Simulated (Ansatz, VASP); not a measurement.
# Two plane-wave programs on SiC

Contents of INCAR:

```
SYSTEM = SiC
ALGO     = Normal         ! electronic algorithm
EDIFF    = 1E-6           ! SCF threshold, eV
ENCUT    = 520            ! plane-wave cutoff, eV
ISIF     = 2              ! what is computed and relaxed
ISMEAR   = 0              ! smearing method
LASPH    = .True.         ! aspherical terms in the spheres
LCHARG   = .False.        ! write CHGCAR
LREAL    = .False.        ! projectors in reciprocal space
LWAVE    = .False.        ! write WAVECAR
NBANDS   = 16             ! bands
NELM     = 100            ! most SCF steps
PREC     = Accurate       ! precision mode
SIGMA    = 0.05           ! smearing width, eV
```

Contents of KPOINTS:

```
k-points
0
Gamma
  12 12 6
  0 0 0
```

Contents of POSCAR:

```
SiC
1.0
    3.0561890961      0.0000000000      0.0000000000
   -1.5280945481      2.6467373960      0.0000000000
    0.0000000000      0.0000000000      5.0161734257
Si C
2 2
Direct
    0.3333333333      0.6666666667      0.0046041256
    0.6666666667      0.3333333333      0.5046041256
    0.3333333333      0.6666666667      0.3654442382
    0.6666666667      0.3333333333      0.8654442382
```

Input for Ansatz:

```yaml
crystal:
  lattice:
    - [3.0561890961, 0.0, 0.0]
    - [-1.5280945481, 2.646737396, 0.0]
    - [0.0, 0.0, 5.0161734257]
  atoms:
    - { symbol: Si, position: [0.3333333333, 0.6666666667, 0.0046041256] }
    - { symbol: Si, position: [0.6666666667, 0.3333333333, 0.5046041256] }
    - { symbol: C, position: [0.3333333333, 0.6666666667, 0.3654442382] }
    - { symbol: C, position: [0.6666666667, 0.3333333333, 0.8654442382] }
basis:
  ecutwfc: 520.0
kpoints:
  mp_grid: { grid: [12, 12, 6] }
hamiltonian:
  xc: lda
  pseudopotentials: { kind: paw, azcp: { folder: soft_1 } }
scf:
  occupations: { method: gaussian, width: 0.05 }
output:
  forces: true
  stress: true
  eigenvalues: true
```

Alike in both runs: task single point; functional LDA; k mesh 12 × 12 × 6; occupations gaussian, width 0.05 eV; no spin polarisation.

|  | VASP | Ansatz |
| --- | --- | --- |
| version | VASP 6.6.1 | Ansatz 0.2.0 |
| potentials or method | VASP PAW LDA potentials, release 64 (Si, C), cutoff 520 eV | scalar-relativistic, plane waves, PAW |
| valence electrons in the cell | 16 | 16 |

Ansatz gave:

```
gap on the k mesh at the Fermi level (eV)                     : 1.61
least direct gap on the mesh (eV)                             : 3.75
pressure (GPa)                                                : 0.6
traceless stress, the component that is largest in VASP (GPa) : 7.19
rms of the force components (eV/Å)                            : 0.936
```

Q: Estimate VASP's values.

A: gap on the k mesh at the Fermi level (eV): 1.59; least direct gap on the mesh (eV): 3.74; pressure (GPa): 1.0; traceless stress, the component that is largest in VASP (GPa): 7.23; rms of the force components (eV/Å): 0.936.

Ansatz warns that its potentials were made for another functional, while VASP's fit it. LDA's correlation is that of Perdew and Zunger in VASP and of Perdew and Wang (1992) in Ansatz. Atom by atom the forces differ by 0.000 eV/Å (rms over components).
